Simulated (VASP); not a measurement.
# V3Pt (Pm-3m) in VASP: single point with LDA

Aim: the single point of V3Pt with LDA.

Everything below comes from runs of VASP 6.6.1. Logs are shortened: lines on timing, memory, paths and dates and some standing lists are left out, and cuts for length are marked.

## (1) The cell of the first run

It takes space group Pm-3m (No. 221, cubic). The conventional cell has a = 3.752 Å, b = 3.752 Å, c = 3.752 Å, α = 90.00°, β = 90.00°, γ = 90.00°. V (site symmetry 4/mmm) has 8 V at 2.65 Å and 4 Pt at 2.65 Å within 3.5 Å. Within 3.5 Å of Pt (site symmetry m-3m) lie 12 V at 2.65 Å.

## (2) Single point, LDA, collinear spin, ferromagnetic start

INCAR reads:

```
SYSTEM = V3Pt
  ALGO = Normal
  EDIFF = 1E-6
  ENCUT = 520
  GGA = CA
  ISIF = 2
  ISMEAR = -1
  ISPIN = 2
  LASPH = .True.
  LCHARG = .False.
  LMAXMIX = 4
  LORBIT = 11
  LREAL = .False.
  LWAVE = .False.
  MAGMOM = 1.5 1.5 1.5 0
  NBANDS = 36
  NELM = 150
  PREC = Accurate
  SIGMA = 0.05
```

KPOINTS reads:

```
k-points
0
Gamma
  9 9 9
  0 0 0
```

POSCAR reads:

```
V3Pt
1.0
    3.7520835711      0.0000000000      0.0000000000
    0.0000000000      3.7520835711      0.0000000000
    0.0000000000      0.0000000000      3.7520835711
V Pt
3 1
Direct
    0.0000000000      0.5000000000      0.5000000000
    0.5000000000      0.0000000000      0.5000000000
    0.5000000000      0.5000000000      0.0000000000
    0.0000000000      0.0000000000      0.0000000000
```

Potentials or basis: VASP PAW LDA potentials, release 64 (V_sv, Pt).

Run with:

```
$ cat potpaw_LDA.64/V_sv/POTCAR potpaw_LDA.64/Pt/POTCAR > POTCAR
$ mpirun -np 1 vasp_std > vasp.out
```

OUTCAR:

```text
SYSTEM = V3Pt
   EDIFF = 1E-6
   ENCUT = 520
   GGA = CA
   ISIF = 2
   ISMEAR = -1
   ISPIN = 2
   LASPH = .True.
   LORBIT = 11
   LREAL = .False.
   NELM = 150
   PREC = Accurate

 ion  position               nearest neighbor table
   1  0.000  0.500  0.500-   2 2.65   3 2.65   4 2.65   3 2.65   4 2.65   2 2.65   4 2.65   4 2.65
                             2 2.65   3 2.65   3 2.65   2 2.65
   2  0.500  0.000  0.500-   1 2.65   3 2.65   4 2.65   3 2.65   4 2.65   1 2.65   3 2.65   3 2.65
                             1 2.65   4 2.65   4 2.65   1 2.65
   3  0.500  0.500  0.000-   1 2.65   2 2.65   4 2.65   1 2.65   2 2.65   2 2.65   4 2.65   2 2.65
                             1 2.65   4 2.65   1 2.65   4 2.65
   4  0.000  0.000  0.000-   1 2.65   2 2.65   3 2.65   1 2.65   2 2.65   1 2.65   3 2.65   1 2.65
                             2 2.65   3 2.65   2 2.65   3 2.65

  LATTYP: Found a simple cubic cell.
 ALAT       =     3.7520835711

  Lattice vectors:

 A1 = (   3.7520835711,   0.0000000000,   0.0000000000)
 A2 = (   0.0000000000,   3.7520835711,   0.0000000000)
 A3 = (   0.0000000000,   0.0000000000,   3.7520835711)

Analysis of symmetry for initial positions (statically):
=====================================================================
 Subroutine PRICEL returns:
 Original cell was already a primitive cell.

 Routine SETGRP: Setting up the symmetry group for a
 simple cubic supercell.

 Subroutine GETGRP returns: Found 48 space group operations
 (whereof 48 operations were pure point group operations)
 out of a pool of 48 trial point group operations.

The static configuration has the point symmetry O_h .

Analysis of symmetry for dynamics (positions and initial velocities):
=====================================================================
 Subroutine PRICEL returns:
 Original cell was already a primitive cell.

 Routine SETGRP: Setting up the symmetry group for a
 simple cubic supercell.

 Subroutine GETGRP returns: Found 48 space group operations
 (whereof 48 operations were pure point group operations)
 out of a pool of 48 trial point group operations.

The dynamic configuration has the point symmetry O_h .

Analysis of structural, dynamic, and magnetic symmetry:
=====================================================================
 Subroutine PRICEL returns:
 Original cell was already a primitive cell.

 Routine SETGRP: Setting up the symmetry group for a
 simple cubic supercell.

 Subroutine GETGRP returns: Found 48 space group operations
 (whereof 48 operations were pure point group operations)
 out of a pool of 48 trial point group operations.

The overall configuration has the point symmetry O_h .

 Subroutine INISYM returns: Found 48 space group operations
 (whereof 48 operations are pure point group operations),
 and found     1 'primitive' translations

----------------------------------------------------------------------------------------

                                     Primitive cell

  volume of cell :      52.8223

  direct lattice vectors                    reciprocal lattice vectors
     3.752083571  0.000000000  0.000000000     0.266518584  0.000000000  0.000000000
     0.000000000  3.752083571  0.000000000     0.000000000  0.266518584  0.000000000
     0.000000000  0.000000000  3.752083571     0.000000000  0.000000000  0.266518584

  length of vectors
     3.752083571  3.752083571  3.752083571     0.266518584  0.266518584  0.266518584

  position of ions in fractional coordinates (direct lattice)
     0.000000000  0.500000000  0.500000000
     0.500000000  0.000000000  0.500000000
     0.500000000  0.500000000  0.000000000
     0.000000000  0.000000000  0.000000000

  ion indices of the primitive-cell ions
   primitive index   ion index
                 1           1
                 2           2
                 3           3
                 4           4

----------------------------------------------------------------------------------------

 KPOINTS: k-points

Automatic generation of k-mesh.
 Grid dimensions read from file:
 generate k-points for:    9    9    9

 Generating k-lattice:

  Cartesian coordinates                     Fractional coordinates (reciprocal lattice)
     0.029613176  0.000000000  0.000000000     0.111111111  0.000000000  0.000000000
     0.000000000  0.029613176  0.000000000     0.000000000  0.111111111  0.000000000
     0.000000000  0.000000000  0.029613176     0.000000000  0.000000000  0.111111111

  Length of vectors
     0.029613176  0.029613176  0.029613176

  Shift w.r.t. Gamma in fractional coordinates (k-lattice)
     0.000000000  0.000000000  0.000000000

 Subroutine IBZKPT returns following result:
 ===========================================

 Found     35 irreducible k-points:

 Following reciprocal coordinates:
            Coordinates               Weight
  0.000000  0.000000  0.000000      1.000000
  0.111111  0.000000  0.000000      6.000000
  0.222222  0.000000  0.000000      6.000000
  0.333333  0.000000  0.000000      6.000000
  0.444444  0.000000  0.000000      6.000000
  0.111111  0.111111  0.000000     12.000000
[... 16 lines left out ...]
  0.333333  0.333333  0.111111     24.000000
  0.444444  0.333333  0.111111     48.000000
 [... further k-points ...]
   k-points           NKPTS =     35   k-points in BZ     NKDIM =     35   number of bands    NBANDS=     36
   number of dos      NEDOS =    301   number of ions     NIONS =      4
   total plane-waves  NPLWV =  21952
   dimension x,y,z NGX =    28 NGY =   28 NGZ =   28
   dimension x,y,z NGXF=    56 NGYF=   56 NGZF=   56
   ions per type =               3   1
   NGX,Y,Z   is equivalent  to a cutoff of  12.41, 12.41, 12.41 a.u.
   NGXF,Y,Z  is equivalent  to a cutoff of  24.81, 24.81, 24.81 a.u.
 SYSTEM =  V3Pt
   PREC   = accura    normal or accurate (medium, high low for compatibility)
   ISTART =      0    job   : 0-new  1-cont  2-samecut
   ICHARG =      2    charge: 1-file 2-atom 10-const
   ISPIN  =      2    spin polarized calculation?
   LNONCOLLINEAR =      F non collinear calculations
   LSORBIT =      F    spin-orbit coupling
   LASPH  =      T    aspherical Exc in radial PAW
   ENCUT  =  520.0 eV  38.22 Ry    6.18 a.u.   6.98  6.98  6.98*2*pi/ulx,y,z
   NELM   =    150;   NELMIN=  2; NELMDL= -5     # of ELM steps
   EDIFF  = 0.1E-05   stopping-criterion for ELM
   LREAL  =      F    real-space projection
   EDIFFG = 0.1E-04   stopping-criterion for IOM
   NSW    =      0    number of steps for IOM
   IBRION =     -1    ionic relax: 0-MD 1-quasi-New 2-CG
   NFREE  =      0    steps in history (QN), initial steepest desc. (CG)
   ISIF   =      2    stress and relaxation
   ISYM   =      2    0-nonsym 1-usesym 2-fastsym
   POTIM  = 0.5000    time-step for ionic-motion
   TEBEG  =    0.0;   TEEND  =   0.0 temperature during run
   PSTRESS=    0.0 pullay stress
   NELECT =      49.0000    total number of electrons
   NUPDOWN=      -1.0000    fix difference up-down
   EMIN   =  10.00;   EMAX   =-10.00  energy-range for DOS
   EFERMI =   0.00;   METHOD = LEGACY
   ISMEAR =    -1;   SIGMA  =   0.05  broadening in eV -4-tet -1-fermi 0-gaus
   EFERMI_NEDOS =   21; number of points for ismear=-14 and -15
   IALGO  =     38    algorithm
   IMIX   =      4    mixing-type and parameters
     AMIX     =   0.40;   BMIX     =  1.00
     AMIX_MAG =   1.60;   BMIX_MAG =  1.00
  volume/ion in A,a.u.               =      13.21        89.12
  Fermi-wavevector in a.u.,A,eV,Ry     =   1.596618  3.017171 34.683823  2.549189
  Thomas-Fermi vector in A             =   2.694352
   LORBIT       =     11    0 simple, 1 ext, 2 COOP (PROOUT), +10 PAW based schemes
   GGA     = CA    functional components
   LHFCALC =     F    Hartree Fock is set to
   AEXX    =    0.0000 exact exchange contribution
   IVDW    =     0    specifies the selected vdW correction
   LEPSILON=     F    determine dielectric tensor
   LRPA    =     F    only Hartree local field effects (RPA)
 spin polarized calculation
  energy-cutoff  :      520.00
  volume of cell :       52.82
 maximum number of plane-waves:      1436
 NGX is ok and might be reduce to    28
   NGX = 13   NGY = 13   NGZ = 13

 number of electron      48.9999971 magnetization      -0.0074952

 number of electron      48.9999971 magnetization       0.0009616

 Free energy of the ion-electron system (eV)
  ---------------------------------------------------
  ext. energy  EPLUGINS =         0.00000000
  ---------------------------------------------------
  free energy    TOTEN  =       -38.31021843 eV

  energy without entropy =      -38.26219799  energy(sigma->0) =      -38.28620821

 E-fermi :  11.0016     XC(G=0): -13.6330

 val. band max:       11.0013981582   @ k =   0.4444   0.1111   0.0000
 cond. band min:      11.0175087663   @ k =   0.2222   0.0000   0.0000
 fundamental gap:      0.0161106082
 Fermi energy:        11.0015822423

 spin component 1

 k-point     1 :       0.0000    0.0000    0.0000
  band No.  band energies     occupation
      1     -52.2941      1.00000
      2     -52.0845      1.00000
      3     -52.0845      1.00000
      4     -26.7897      1.00000
      5     -26.7897      1.00000
      6     -26.7897      1.00000
[... 28 lines left out ...]
     35      14.5447      0.00000
     36      14.5447      0.00000

 k-point     2 :       0.1111    0.0000    0.0000
  band No.  band energies     occupation
      1     -52.2884      1.00000
      2     -52.0900      1.00000
      3     -52.0844      1.00000
      4     -26.7788      1.00000
      5     -26.7788      1.00000
      6     -26.7736      1.00000
[... 28 lines left out ...]
     35      15.5774      0.00000
     36      15.5774      0.00000
[... 817 lines left out ...]
     35      15.6234      0.00000
     36      17.9188      0.00000

 k-point    24 :       0.4444    0.3333    0.1111
  band No.  band energies     occupation
      1     -52.1901      1.00000
      2     -52.1494      1.00000
      3     -52.1200      1.00000
      4     -26.7638      1.00000
      5     -26.7213      1.00000
      6     -26.5860      1.00000
[... 28 lines left out ...]
     35      16.1884      0.00000
     36      17.0808      0.00000

 [... further k-points ...]

 spin component 2

 k-point     1 :       0.0000    0.0000    0.0000
  band No.  band energies     occupation
      1     -52.2939      1.00000
      2     -52.0842      1.00000
      3     -52.0842      1.00000
      4     -26.7895      1.00000
      5     -26.7895      1.00000
      6     -26.7895      1.00000
[... 28 lines left out ...]
     35      14.5450      0.00000
     36      14.5450      0.00000

 k-point     2 :       0.1111    0.0000    0.0000
  band No.  band energies     occupation
      1     -52.2882      1.00000
      2     -52.0898      1.00000
      3     -52.0841      1.00000
      4     -26.7786      1.00000
      5     -26.7786      1.00000
      6     -26.7734      1.00000
[... 28 lines left out ...]
     35      15.5776      0.00000
     36      15.5776      0.00000
[... 817 lines left out ...]
     35      15.6236      0.00000
     36      17.9190      0.00000

 k-point    24 :       0.4444    0.3333    0.1111
  band No.  band energies     occupation
      1     -52.1898      1.00000
      2     -52.1492      1.00000
      3     -52.1198      1.00000
      4     -26.7636      1.00000
      5     -26.7210      1.00000
      6     -26.5858      1.00000
[... 28 lines left out ...]
     35      16.1885      0.00000
     36      17.0810      0.00000

 [... further k-points ...]

------------------------ aborting loop because EDIFF is reached ----------------------------------------

  FORCE on cell =-STRESS in cart. coord.  units (eV):
  Direction    XX          YY          ZZ          XY          YZ          ZX
  --------------------------------------------------------------------------------------
  -------------------------------------------------------------------------------------
  Total        0.2088220      0.2088220      0.2088220      0.0000000     -0.0000000      0.0000000
  in kB        6.3338715      6.3338715      6.3338715      0.0000000     -0.0000000      0.0000000
  external PRESSURE =       6.3338715 kB  Pullay stress =       0.0000000 kB

 VOLUME and BASIS-vectors are now :
 -----------------------------------------------------------------------------
  energy-cutoff  :      520.00
  volume of cell :       52.82
      direct lattice vectors                 reciprocal lattice vectors
     3.752083571  0.000000000  0.000000000     0.266518584  0.000000000  0.000000000
     0.000000000  3.752083571  0.000000000     0.000000000  0.266518584  0.000000000
     0.000000000  0.000000000  3.752083571     0.000000000  0.000000000  0.266518584

 POSITION                                       TOTAL-FORCE (eV/Angst)
 -----------------------------------------------------------------------------------
      0.00000      1.87604      1.87604         0.000000      0.000000      0.000000
      1.87604      0.00000      1.87604         0.000000      0.000000      0.000000
      1.87604      1.87604      0.00000         0.000000      0.000000      0.000000
      0.00000      0.00000      0.00000         0.000000      0.000000      0.000000
 -----------------------------------------------------------------------------------
    total drift:                                0.000000      0.000000      0.000000

  FREE ENERGIE OF THE ION-ELECTRON SYSTEM (eV)
  ---------------------------------------------------
  free  energy   TOTEN  =       -38.3102184266 eV

  energy  without entropy=      -38.2621979913  energy(sigma->0) =      -38.28620821

 total charge

# of ion       s       p       d       tot
------------------------------------------
    1        2.333   6.237   3.111  11.681
    2        2.333   6.237   3.111  11.681
    3        2.333   6.237   3.111  11.681
    4        0.860   0.865   7.994   9.719
--------------------------------------------------
tot          7.858  19.577  17.327  44.762

 magnetization (x)

# of ion       s       p       d       tot
------------------------------------------
    1        0.000   0.000   0.000   0.000
    2        0.000   0.000   0.000   0.000
    3        0.000   0.000   0.000   0.000
    4       -0.000   0.000  -0.000  -0.000
--------------------------------------------------
tot          0.000   0.000   0.000   0.000
```

Run time: 62 s. Hardware: 1 thread of AMD EPYC 9R45 (Zen 5), shared host; peak memory 0.18 GiB.

What came out:

- Free energy: -38.3102 eV
- Pressure: 0.6 GPa
- Net moment: 0.00 μB per cell
- Valence electrons inside the program's atomic spheres: V 11.68; Pt 9.72

Levels at points of the mesh, in eV from the Fermi level:
Spin up:
| k point | band 21 | band 22 | band 23 | band 24 | band 25 | band 26 | band 27 | band 28 |
| --- | --- | --- | --- | --- | --- | --- | --- | --- |
| (0.00, 0.00, 0.00) | -0.81 | -0.81 | 0.85 | 0.85 | 2.71 | 2.71 | 2.71 | 2.72 |
Spin down:
| k point | band 22 | band 23 | band 24 | band 25 | band 26 | band 27 |
| --- | --- | --- | --- | --- | --- | --- |
| (0.00, 0.00, 0.00) | -0.80 | 0.85 | 0.85 | 2.71 | 2.71 | 2.71 |

Caveat: spin-orbit coupling is left out, which moves the levels of the heavy elements.
